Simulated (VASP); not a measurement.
NaRu, 2 atoms in the cell. The structure is tetragonal, space group P4/mmm (No. 123). The conventional cell has a = 2.573 Å, b = 2.573 Å, c = 5.092 Å, α = 90.00°, β = 90.00°, γ = 90.00°. Na (site symmetry 4/mmm) has 4 Na at 2.57 Å and 8 Ru at 3.13 Å within 3.4 Å. Within 3.4 Å of Ru (site symmetry 4/mmm) lie 4 Ru at 2.57 Å and 8 Na at 3.13 Å. 

| Property | Result |
| --- | --- |
| Program | VASP 6.6.1 |
| Task | single point |
| Functional | PBE |
| Potentials or basis | VASP PAW PBE potentials, release 64 (Na_pv, Ru_pv) |
| Cutoff | 520 eV |
| k mesh | 18 × 18 × 14 |
| Occupations | gaussian, width 0.1 eV |
| Spin | no spin polarisation |
| Dipole correction | no |
| Further INCAR settings | ALGO = Fast; EDIFF = 1e-06; NBANDS = 18 |

Potentials or basis: VASP PAW PBE potentials, release 64 (Na_pv, Ru_pv).

Command:

```console
$ cat potpaw_PBE.64/Na_pv/POTCAR potpaw_PBE.64/Ru_pv/POTCAR > POTCAR
$ mpirun -np 1 vasp_std > vasp.out
```

Hardware: 1 thread of Intel(R) Xeon(R) 6975P-C (Granite Rapids) (shared host).

Problem. How long does it take, and how much memory?

Solution. Run time: 97 s on 1 thread of Intel(R) Xeon(R) 6975P-C (Granite Rapids), with other jobs on the host, peak memory 0.34 GiB. Counts: scf iterations 15, k points 440.
